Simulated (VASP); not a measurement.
# TiO2 (P3_121) in VASP: further runs

The runs below take TiO2 through relaxation of the atoms, single point, with PBE, PBE+D4, LDA.

All numbers are computed with VASP 6.6.1; they aren't measurements. Logs are shortened: lines on timing, memory, paths and dates and some standing lists are left out, and cuts for length are marked.

## 1. The cell of the first run

It takes space group P3_121 (No. 152, trigonal). The conventional cell has a = 5.694 Å, b = 5.694 Å, c = 6.082 Å, α = 90.00°, β = 90.00°, γ = 120.00°. Ti (site symmetry 2) has 4 O at 1.83 to 1.84 Å within 2.4 Å. O (site symmetry 1) has 2 Ti at 1.83 to 1.84 Å within 2.4 Å.

## 2. Relaxation of the atoms, PBE

File INCAR:

```
SYSTEM = TiO2
PREC = Accurate
ENCUT = 520
EDIFF = 1E-7
ISMEAR = -1
SIGMA = 0.05
LREAL = .FALSE.
LASPH = .TRUE.
NELM = 80
ALGO = Normal
ISIF = 2
LWAVE = .FALSE.
LCHARG = .FALSE.
GGA = PE
IBRION = 2
NSW = 60
EDIFFG = -0.01
KPAR = 4
```

File KPOINTS:

```
Automatic mesh
0
G
  5 5 4
  0 0 0
```

File POSCAR:

```
TiO2
1.0
    5.6938671902      0.0000000000      0.0000000000
   -2.8469335952      4.9310336325      0.0000000000
    0.0000000000      0.0000000000      6.0824678800
Ti O
3 6
Direct
    0.4669367500      0.0000000000      0.3333333333
    0.0000000000      0.4669367500      0.6666666667
    0.5330632500      0.5330632500      0.0000000000
    0.5810657200      0.8514331800      0.1206639333
    0.7296325400      0.1485668200      0.5460027333
    0.2703674600      0.4189342800      0.7873306000
    0.8514331800      0.5810657200      0.8793360667
    0.1485668200      0.7296325400      0.4539972667
    0.4189342800      0.2703674600      0.2126694000
```

Potentials or basis: VASP PAW PBE potentials, release 64 (Ti_sv, O).

On the command line:

```sh
cat potpaw_PBE.64/Ti_sv/POTCAR potpaw_PBE.64/O/POTCAR > POTCAR
mpirun -np 4 vasp_std > vasp.out
```

OUTCAR:

```text
SYSTEM = TiO2
   PREC = Accurate
   ENCUT = 520
   EDIFF = 1E-7
   ISMEAR = -1
   LREAL = .FALSE.
   LASPH = .TRUE.
   NELM = 80
   ISIF = 2
   GGA = PE
   IBRION = 2
   NSW = 60
   EDIFFG = -0.01

 ion  position               nearest neighbor table
   1  0.467  0.000  0.333-   5 1.83   4 1.83   9 1.84   8 1.84
   2  0.000  0.467  0.667-   8 1.83   7 1.83   6 1.84   5 1.84
   3  0.533  0.533  0.000-   6 1.83   9 1.83   7 1.84   4 1.84
   4  0.581  0.851  0.121-   1 1.83   3 1.84
   5  0.730  0.149  0.546-   1 1.83   2 1.84
   6  0.270  0.419  0.787-   3 1.83   2 1.84
   7  0.851  0.581  0.879-   2 1.83   3 1.84
   8  0.149  0.730  0.454-   2 1.83   1 1.84
   9  0.419  0.270  0.213-   3 1.83   1 1.84

  LATTYP: Found a hexagonal cell.
 ALAT       =     5.6938671902
 C/A-ratio  =     1.0682489909

  Lattice vectors:

 A1 = (   5.6938671902,   0.0000000000,   0.0000000000)
 A2 = (  -2.8469335952,   4.9310336325,   0.0000000000)
 A3 = (   0.0000000000,   0.0000000000,   6.0824678800)

Analysis of symmetry for initial positions (statically):
=====================================================================
 Subroutine PRICEL returns:
 Original cell was already a primitive cell.

 Routine SETGRP: Setting up the symmetry group for a
 hexagonal supercell.

 Subroutine GETGRP returns: Found  6 space group operations
 (whereof  2 operations were pure point group operations)
 out of a pool of 24 trial point group operations.

The static configuration has the point symmetry C_2 .
 The point group associated with its full space group is D_3 .

Analysis of symmetry for dynamics (positions and initial velocities):
=====================================================================
 Subroutine PRICEL returns:
 Original cell was already a primitive cell.

 Routine SETGRP: Setting up the symmetry group for a
 hexagonal supercell.

 Subroutine GETGRP returns: Found  6 space group operations
 (whereof  2 operations were pure point group operations)
 out of a pool of 24 trial point group operations.

The dynamic configuration has the point symmetry C_2 .
 The point group associated with its full space group is D_3 .

 Subroutine INISYM returns: Found  6 space group operations
 (whereof  2 operations are pure point group operations),
 and found     1 'primitive' translations

----------------------------------------------------------------------------------------

                                     Primitive cell

  volume of cell :     170.7753

  direct lattice vectors                    reciprocal lattice vectors
     5.693867190  0.000000000  0.000000000     0.175627560  0.101398619  0.000000000
    -2.846933595  4.931033633  0.000000000     0.000000000  0.202797238  0.000000000
     0.000000000  0.000000000  6.082467880     0.000000000  0.000000000  0.164406951

  length of vectors
     5.693867190  5.693867190  6.082467880     0.202797238  0.202797238  0.164406951

  position of ions in fractional coordinates (direct lattice)
     0.466936750  0.000000000  0.333333333
     1.000000000  0.466936750  0.666666667
     0.533063250  0.533063250  0.000000000
     0.581065720  0.851433180  0.120663933
     0.729632540  0.148566820  0.546002733
     0.270367460  0.418934280  0.787330600
     0.851433180  0.581065720  0.879336067
     0.148566820  0.729632540  0.453997267
     0.418934280  0.270367460  0.212669400

  ion indices of the primitive-cell ions
   primitive index   ion index
                 1           1
                 2           2
                 3           3
                 4           4
                 5           5
                 6           6
                 7           7
                 8           8
                 9           9

----------------------------------------------------------------------------------------

 KPOINTS: Automatic mesh

Automatic generation of k-mesh.
 Grid dimensions read from file:
 generate k-points for:    5    5    4

 Generating k-lattice:

  Cartesian coordinates                     Fractional coordinates (reciprocal lattice)
     0.035125512  0.020279724  0.000000000     0.200000000 -0.000000000  0.000000000
     0.000000000  0.040559448  0.000000000     0.000000000  0.200000000  0.000000000
     0.000000000  0.000000000  0.041101738     0.000000000  0.000000000  0.250000000

  Length of vectors
     0.040559448  0.040559448  0.041101738

  Shift w.r.t. Gamma in fractional coordinates (k-lattice)
     0.000000000  0.000000000  0.000000000

 Subroutine IBZKPT returns following result:
 ===========================================

 Found     17 irreducible k-points:

 Following reciprocal coordinates:
            Coordinates               Weight
  0.000000  0.000000  0.000000      1.000000
  0.200000  0.000000  0.000000      6.000000
  0.400000  0.000000  0.000000      6.000000
  0.200000  0.200000  0.000000      6.000000
  0.400000  0.200000  0.000000      6.000000
  0.000000  0.000000  0.250000      2.000000
[... 9 lines left out ...]
  0.200000  0.200000  0.500000      6.000000
  0.400000  0.200000  0.500000      6.000000
   k-points           NKPTS =     17   k-points in BZ     NKDIM =     17   number of bands    NBANDS=     43
   number of dos      NEDOS =    301   number of ions     NIONS =      9
   total plane-waves  NPLWV =  84672
   dimension x,y,z NGX =    42 NGY =   42 NGZ =   48
   dimension x,y,z NGXF=    84 NGYF=   84 NGZF=   96
   ions per type =               3   6
   NGX,Y,Z   is equivalent  to a cutoff of  12.26, 12.26, 13.12 a.u.
   NGXF,Y,Z  is equivalent  to a cutoff of  24.53, 24.53, 26.24 a.u.
 SYSTEM =  TiO2
   PREC   = accura    normal or accurate (medium, high low for compatibility)
   ISTART =      0    job   : 0-new  1-cont  2-samecut
   ICHARG =      2    charge: 1-file 2-atom 10-const
   ISPIN  =      1    spin polarized calculation?
   LNONCOLLINEAR =      F non collinear calculations
   LSORBIT =      F    spin-orbit coupling
   LASPH  =      T    aspherical Exc in radial PAW
   ENCUT  =  520.0 eV  38.22 Ry    6.18 a.u.  10.59 10.59 11.31*2*pi/ulx,y,z
   NELM   =     80;   NELMIN=  2; NELMDL= -5     # of ELM steps
   EDIFF  = 0.1E-06   stopping-criterion for ELM
   LREAL  =      F    real-space projection
   EDIFFG = -.1E-01   stopping-criterion for IOM
   NSW    =     60    number of steps for IOM
   IBRION =      2    ionic relax: 0-MD 1-quasi-New 2-CG
   NFREE  =      1    steps in history (QN), initial steepest desc. (CG)
   ISIF   =      2    stress and relaxation
   ISYM   =      2    0-nonsym 1-usesym 2-fastsym
   POTIM  = 0.5000    time-step for ionic-motion
   TEBEG  =    0.0;   TEEND  =   0.0 temperature during run
   PSTRESS=    0.0 pullay stress
   NELECT =      72.0000    total number of electrons
   NUPDOWN=      -1.0000    fix difference up-down
   EMIN   =  10.00;   EMAX   =-10.00  energy-range for DOS
   EFERMI =   0.00;   METHOD = LEGACY
   ISMEAR =    -1;   SIGMA  =   0.05  broadening in eV -4-tet -1-fermi 0-gaus
   EFERMI_NEDOS =   21; number of points for ismear=-14 and -15
   IALGO  =     38    algorithm
   IMIX   =      4    mixing-type and parameters
     AMIX     =   0.40;   BMIX     =  1.00
     AMIX_MAG =   1.60;   BMIX_MAG =  1.00
  volume/ion in A,a.u.               =      18.98       128.05
  Fermi-wavevector in a.u.,A,eV,Ry     =   1.227563  2.319759 20.502783  1.506912
  Thomas-Fermi vector in A             =   2.362522
   LORBIT       =      0    0 simple, 1 ext, 2 COOP (PROOUT), +10 PAW based schemes
   GGA     = PE    functional components
   LHFCALC =     F    Hartree Fock is set to
   AEXX    =    0.0000 exact exchange contribution
   IVDW    =     0    specifies the selected vdW correction
   LEPSILON=     F    determine dielectric tensor
   LRPA    =     F    only Hartree local field effects (RPA)
 conjugate gradient relaxation of ions
 non-spin polarized calculation
  energy-cutoff  :      520.00
  volume of cell :      170.78
 maximum number of plane-waves:      4628
 NGX is ok and might be reduce to    42
   NGX = 21   NGY = 21   NGZ = 23

--------------------------------------- Ionic step        1  -------------------------------------------

 number of electron      71.9999980 magnetization

 Free energy of the ion-electron system (eV)
  ---------------------------------------------------
  ext. energy  EPLUGINS =         0.00000000
  ---------------------------------------------------
  free energy    TOTEN  =       -80.37202129 eV

  energy without entropy =      -80.37202129  energy(sigma->0) =      -80.37202129

------------------------ aborting loop because EDIFF is reached ----------------------------------------

  FORCE on cell =-STRESS in cart. coord.  units (eV):
  Direction    XX          YY          ZZ          XY          YZ          ZX
  --------------------------------------------------------------------------------------
  -------------------------------------------------------------------------------------
  Total       -3.2237040     -3.2237040     -2.2439787      0.0000000     -0.0000000     -0.0000000
  in kB      -30.2440970    -30.2440970    -21.0525252      0.0000000     -0.0000000     -0.0000000
  external PRESSURE =     -27.1802397 kB  Pullay stress =       0.0000000 kB
[... 71 lines left out ...]
  energy  without entropy=      -80.3926617615  energy(sigma->0) =      -80.39266176

--------------------------------------- Ionic step        3  -------------------------------------------

 number of electron      71.9999983 magnetization

 E-fermi :   0.0784     XC(G=0):  -7.8453

 val. band max:       -1.1894472012   @ k =   0.0000   0.0000   0.5000
 cond. band min:       2.1768006224   @ k =   0.0000   0.0000   0.5000
 fundamental gap:      3.3662478236
 Fermi energy:         0.0784224198

 k-point     1 :       0.0000    0.0000    0.0000
  band No.  band energies     occupation
      1     -56.6721      2.00000
      2     -56.6618      2.00000
      3     -56.6618      2.00000
      4     -33.0777      2.00000
      5     -33.0559      2.00000
      6     -33.0559      2.00000
[... 807 lines left out ...]
  FREE ENERGIE OF THE ION-ELECTRON SYSTEM (eV)
  ---------------------------------------------------
  free  energy   TOTEN  =       -80.3994079573 eV

  energy  without entropy=      -80.3994079573  energy(sigma->0) =      -80.39940796

[... ionic steps 4 to 9 ...]

--------------------------------------- Ionic step       10  -------------------------------------------

 number of electron      71.9999986 magnetization

------------------------ aborting loop because EDIFF is reached ----------------------------------------

  FORCE on cell =-STRESS in cart. coord.  units (eV):
  Direction    XX          YY          ZZ          XY          YZ          ZX
  --------------------------------------------------------------------------------------
  -------------------------------------------------------------------------------------
  Total        0.3379407      0.3379407      1.0940791     -0.0000000      0.0000000      0.0000000
  in kB        3.1704866      3.1704866     10.2644146     -0.0000000      0.0000000      0.0000000
  external PRESSURE =       5.5351292 kB  Pullay stress =       0.0000000 kB
[... 71 lines left out ...]
  energy  without entropy=      -80.4274102412  energy(sigma->0) =      -80.42741024

--------------------------------------- Ionic step       12  -------------------------------------------

 number of electron      71.9999981 magnetization

 Free energy of the ion-electron system (eV)
  ---------------------------------------------------
  ext. energy  EPLUGINS =         0.00000000
  ---------------------------------------------------
  free energy    TOTEN  =       -80.42746954 eV

  energy without entropy =      -80.42746954  energy(sigma->0) =      -80.42746954

 E-fermi :  -0.0672     XC(G=0):  -7.8237

 val. band max:       -1.2101588461   @ k =   0.0000   0.0000   0.5000
 cond. band min:       2.2481831612   @ k =   0.0000   0.0000   0.0000
 fundamental gap:      3.4583420073
 Fermi energy:        -0.0672292126

 k-point     1 :       0.0000    0.0000    0.0000
  band No.  band energies     occupation
      1     -56.6109      2.00000
      2     -56.6002      2.00000
      3     -56.6002      2.00000
      4     -33.0349      2.00000
      5     -33.0100      2.00000
      6     -33.0100      2.00000
[... 807 lines left out ...]
  FREE ENERGIE OF THE ION-ELECTRON SYSTEM (eV)
  ---------------------------------------------------
  free  energy   TOTEN  =       -80.4274695384 eV

  energy  without entropy=      -80.4274695383  energy(sigma->0) =      -80.42746954

 reached required accuracy - stopping structural energy minimisation
```

Wall time 6 min (4 MPI ranks of Intel Xeon Platinum 8488C (Sapphire Rapids), shared host); peak memory 0.34 GiB.

What came out:

- Free energy: -80.4275 eV
- Energy gained by relaxing: 6.2 meV/atom
- Ionic steps: 12
- Pressure after relaxing: 0.4 GPa
- Largest force after relaxing: 0.010 eV/Å
- Band gap on the k mesh: 3.46 eV (least direct gap 3.47 eV)

Forces on the atoms (eV/Å):
```
Ti  -0.009  0.000  0.000
Ti   0.004 -0.008  0.000
Ti   0.004  0.008  0.000
O   -0.002 -0.010  0.000
O   -0.002  0.010  0.000
O   -0.008  0.006  0.000
O   -0.008 -0.006  0.000
O    0.009  0.003  0.000
O    0.009 -0.003  0.000
```

Step by step:
| step | energy change (eV) | largest force (eV/Å) | pressure (GPa) |
| --- | --- | --- | --- |
| 1 | 0.0000 | 0.3016 | -2.72 |
| 2 | -0.0206 | 0.1927 | -2.05 |
| 3 | -0.0274 | 0.3008 | -1.37 |
| 4 | -0.0393 | 0.1116 | -0.74 |
| 5 | -0.0407 | 0.0978 | -0.43 |
| 6 | -0.0430 | 0.0883 | -0.32 |
| 7 | -0.0486 | 0.0618 | -0.03 |
| 8 | -0.0538 | 0.0957 | 0.53 |
| 9 | -0.0542 | 0.1148 | 0.57 |
| 10 | -0.0550 | 0.0351 | 0.55 |
| 11 | -0.0554 | 0.0167 | 0.50 |
| 12 | -0.0554 | 0.0098 | 0.45 |

Final structure:
```
CELL_PARAMETERS angstrom
5.69387 0.00000 0.00000
-2.84693 4.93103 0.00000
0.00000 0.00000 6.08247
ATOMIC_POSITIONS crystal
Ti 0.47308 0.00000 0.33333
Ti 0.00000 0.47308 0.66667
Ti 0.52692 0.52692 0.00000
O 0.57861 0.83830 0.12853
O 0.74031 0.16170 0.53814
O 0.25969 0.42139 0.79520
O 0.83830 0.57861 0.87147
O 0.16170 0.74031 0.46186
O 0.42139 0.25969 0.20480
```

A k mesh can miss the band edges.

(Continued in part 2 of 2.)
